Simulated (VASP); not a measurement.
# Si2W (P6_222) in VASP: a series of runs, part 2 of 2

VASP 6.6.1.

**3. Single point, PBE**

This run uses another cell than the first one, of the same volume but with other edges.

INCAR reads:

```
SYSTEM = Si2W
ALGO = Normal
EDIFF = 1E-6
ENCUT = 520
GGA = PE
ISIF = 2
ISMEAR = 0
LASPH = .True.
LCHARG = .False.
LREAL = .False.
LWAVE = .False.
NBANDS = 43
NELM = 60
PREC = Accurate
SIGMA = 0.03
```

KPOINTS reads:

```
k-points
0
Gamma
  9 9 6
  0 0 0
```

POSCAR reads:

```
Si2W
1.0
    4.6646658316      0.0000000000      0.0000000000
   -2.3323329158      4.0397191103      0.0000000000
    0.0000000000      0.0000000000      6.5044100356
Si W
6 3
Direct
    0.8238313095      0.6476626189      0.5000000000
    0.1761686905      0.8238313095      0.8333333333
    0.6476626189      0.8238313095      0.1666666667
    0.1761686905      0.3523373811      0.5000000000
    0.8238313095      0.1761686905      0.8333333333
    0.3523373811      0.1761686905      0.1666666667
    0.0000000000      0.5000000000      0.1666666667
    0.5000000000      0.5000000000      0.8333333333
    0.5000000000      0.0000000000      0.5000000000
```

Potentials or basis: VASP PAW PBE potentials, release 64 (Si, W_sv).

Command:

```console
cat potpaw_PBE.64/Si/POTCAR potpaw_PBE.64/W_sv/POTCAR > POTCAR
mpirun -np 1 vasp_std > vasp.out
```

OUTCAR:

```text
SYSTEM = Si2W
   EDIFF = 1E-6
   ENCUT = 520
   GGA = PE
   ISIF = 2
   ISMEAR = 0
   LASPH = .True.
   LREAL = .False.
   NELM = 60
   PREC = Accurate

 ion  position               nearest neighbor table
   1  0.824  0.648  0.500-   7 2.53   8 2.53   2 2.59   3 2.59   9 2.62   4 2.62   4 2.62   9 2.73
                             9 2.73   4 2.85   6 3.09   5 3.09
   2  0.176  0.824  0.833-   9 2.53   7 2.53   1 2.59   6 2.59   8 2.62   5 2.62   5 2.62   8 2.73
                             8 2.73   5 2.85   4 3.09   3 3.09
   3  0.648  0.824  0.167-   9 2.53   8 2.53   1 2.59   5 2.59   7 2.62   6 2.62   6 2.62   7 2.73
                             7 2.73   6 2.85   4 3.09   2 3.09
   4  0.176  0.352  0.500-   7 2.53   8 2.53   5 2.59   6 2.59   9 2.62   1 2.62   1 2.62   9 2.73
                             9 2.73   1 2.85   3 3.09   2 3.09
   5  0.824  0.176  0.833-   9 2.53   7 2.53   4 2.59   3 2.59   8 2.62   2 2.62   2 2.62   8 2.73
                             8 2.73   2 2.85   1 3.09   6 3.09
   6  0.352  0.176  0.167-   9 2.53   8 2.53   4 2.59   2 2.59   7 2.62   3 2.62   3 2.62   7 2.73
                             7 2.73   3 2.85   1 3.09   5 3.09
   7  0.000  0.500  0.167-   1 2.53   4 2.53   2 2.53   5 2.53   3 2.62   6 2.62   3 2.73   6 2.73
                             3 2.73   6 2.73   9 3.18   9 3.18   8 3.18   8 3.18
   8  0.500  0.500  0.833-   1 2.53   4 2.53   3 2.53   6 2.53   5 2.62   2 2.62   5 2.73   2 2.73
                             2 2.73   5 2.73   9 3.18   9 3.18   7 3.18   7 3.18
   9  0.500  0.000  0.500-   3 2.53   6 2.53   5 2.53   2 2.53   1 2.62   4 2.62   4 2.73   1 2.73
                             1 2.73   4 2.73   7 3.18   8 3.18   8 3.18   7 3.18

  LATTYP: Found a hexagonal cell.
 ALAT       =     4.6646658316
 C/A-ratio  =     1.3944000000

  Lattice vectors:

 A1 = (   4.6646658316,   0.0000000000,   0.0000000000)
 A2 = (  -2.3323329158,   4.0397191103,   0.0000000000)
 A3 = (   0.0000000000,   0.0000000000,   6.5044100356)

Analysis of symmetry for initial positions (statically):
=====================================================================
 Subroutine PRICEL returns:
 Original cell was already a primitive cell.

 Routine SETGRP: Setting up the symmetry group for a
[... 161 lines left out ...]
   GGA     = PE    functional components
   LHFCALC =     F    Hartree Fock is set to
   AEXX    =    0.0000 exact exchange contribution
   IVDW    =     0    specifies the selected vdW correction
   LEPSILON=     F    determine dielectric tensor
   LRPA    =     F    only Hartree local field effects (RPA)
 non-spin polarized calculation
 Gauss-broadening in eV      SIGMA  =   0.03
  energy-cutoff  :      520.00
  volume of cell :      122.57
 maximum number of plane-waves:      3328
 NGX is ok and might be reduce to    36

 number of electron      66.0000008 magnetization

 Free energy of the ion-electron system (eV)
  ---------------------------------------------------
  ext. energy  EPLUGINS =         0.00000000
  ---------------------------------------------------
  free energy    TOTEN  =       -73.27877554 eV

  energy without entropy =      -73.27877554  energy(sigma->0) =      -73.27877554

 E-fermi :  12.4168     XC(G=0): -12.4674

 val. band max:       12.3056614881   @ k =   0.4444   0.0000   0.5000
 cond. band min:      12.5272067494   @ k =   0.4444   0.0000   0.0000
 fundamental gap:      0.2215452613
 Fermi energy:        12.4168007851

 k-point     1 :       0.0000    0.0000    0.0000
  band No.  band energies     occupation
      1     -61.9450      2.00000
      2     -61.9321      2.00000
      3     -61.9321      2.00000
      4     -26.3730      2.00000
      5     -26.3478      2.00000
      6     -26.3478      2.00000
[... 1093 lines left out ...]
     42      15.5463      0.00000
     43      15.5598      0.00000

 [... further k-points ...]
[... 5 lines left out ...]
  --------------------------------------------------------------------------------------
  -------------------------------------------------------------------------------------
  Total       -0.2475076     -0.2475076      7.0035198     -0.0000000     -0.0000000      0.0000000
  in kB       -3.2353373     -3.2353373     91.5476769     -0.0000000     -0.0000000      0.0000000
  external PRESSURE =      28.3590007 kB  Pullay stress =       0.0000000 kB

 VOLUME and BASIS-vectors are now :
 -----------------------------------------------------------------------------
  energy-cutoff  :      520.00
  volume of cell :      122.57
      direct lattice vectors                 reciprocal lattice vectors
     4.664665832  0.000000000  0.000000000     0.214377629  0.123770982  0.000000000
    -2.332332916  4.039719110  0.000000000     0.000000000  0.247541963  0.000000000
     0.000000000  0.000000000  6.504410036     0.000000000  0.000000000  0.153741845

 POSITION                                       TOTAL-FORCE (eV/Angst)
 -----------------------------------------------------------------------------------
      2.33233      2.61638      3.25221         0.000000      1.499480     -0.000000
     -1.09968      3.32805      5.42034        -1.298588      0.749740     -0.000000
      1.09968      3.32805      1.08407         1.298588      0.749740     -0.000000
     -0.00000      1.42334      3.25221         0.000000     -1.499480      0.000000
      3.43201      0.71167      5.42034         1.298588     -0.749740      0.000000
      1.23265      0.71167      1.08407        -1.298588     -0.749740     -0.000000
     -1.16617      2.01986      1.08407         0.000000      0.000000     -0.000000
      1.16617      2.01986      5.42034         0.000000      0.000000      0.000000
      2.33233      0.00000      3.25221         0.000000      0.000000      0.000000
 -----------------------------------------------------------------------------------
    total drift:                                0.000000     -0.000000      0.000000

  FREE ENERGIE OF THE ION-ELECTRON SYSTEM (eV)
  ---------------------------------------------------
  free  energy   TOTEN  =       -73.2787755406 eV

  energy  without entropy=      -73.2787755400  energy(sigma->0) =      -73.27877554
```

OSZICAR:

```text
N       E                     dE             d eps       ncg     rms          rms(c)
DAV:   1     0.634555736594E+03    0.63456E+03   -0.35145E+04  4264   0.157E+03
DAV:   2    -0.350193467244E+02   -0.66958E+03   -0.64676E+03  4410   0.447E+02
DAV:   3    -0.746153618797E+02   -0.39596E+02   -0.38225E+02  5191   0.990E+01
DAV:   4    -0.756374499797E+02   -0.10221E+01   -0.10099E+01  5101   0.147E+01
DAV:   5    -0.756571581133E+02   -0.19708E-01   -0.19661E-01  5144   0.220E+00    0.437E+01
DAV:   6    -0.736007020614E+02    0.20565E+01   -0.10661E+01  5067   0.159E+01    0.154E+01
DAV:   7    -0.733472974210E+02    0.25340E+00   -0.10968E+00  4884   0.409E+00    0.744E+00
DAV:   8    -0.732802632530E+02    0.67034E-01   -0.16390E-01  5087   0.223E+00    0.545E-01
DAV:   9    -0.732792293814E+02    0.10339E-02   -0.11254E-02  5410   0.442E-01    0.331E-01
DAV:  10    -0.732788682896E+02    0.36109E-03   -0.24949E-03  5250   0.310E-01    0.848E-02
DAV:  11    -0.732787791888E+02    0.89101E-04   -0.38277E-04  5096   0.109E-01    0.294E-02
DAV:  12    -0.732787775304E+02    0.16584E-05   -0.17174E-05  5186   0.211E-02    0.785E-03
DAV:  13    -0.732787756527E+02    0.18776E-05   -0.91483E-07  3192   0.552E-03    0.165E-03
DAV:  14    -0.732787755406E+02    0.11215E-06   -0.13427E-07  2562   0.204E-03
   1 F= -.73278776E+02 E0= -.73278776E+02  d E =-.553197E-09
```

stdout:

```text
POSCAR found type information on POSCAR SiW
 POSCAR found :  2 types and       9 ions
 scaLAPACK will be used
 LDA part: xc-table for (Slater+PW92), standard interpolation
 POSCAR, INCAR and KPOINTS ok, starting setup
 FFT: planning ... GRIDC
 FFT: planning ... GRID_SOFT
 FFT: planning ... GRID
 WAVECAR not read
 entering main loop
```

Wall time 6.4 min (1 thread of Intel Xeon 8259CL, shared host); peak memory 0.36 GiB.

Results:

* Free energy: -73.2788 eV
* Pressure: 2.8 GPa
* Largest force: 1.499 eV/Å
* Band gap on the k mesh: 0.22 eV (least direct gap 0.53 eV)

Forces in eV/Å, atoms in the order of the input:
```
Si   0.000  1.499  0.000
Si  -1.299  0.750  0.000
Si   1.299  0.750  0.000
Si   0.000 -1.499  0.000
Si   1.299 -0.750  0.000
Si  -1.299 -0.750  0.000
W    0.000  0.000  0.000
W    0.000  0.000  0.000
W    0.000  0.000  0.000
```

Stress tensor (GPa, compression positive):
```
-0.32  0.00  0.00
 0.00 -0.32  0.00
 0.00  0.00  9.15
```

Caveat: the stress differs along the axes, from -0 to 9 GPa; spin-orbit coupling is left out, which moves the levels of the heavy elements; forces of over 1 eV/Å act on the atoms, so gaps and moduli don't describe the material at rest. A k mesh can miss the band edges.
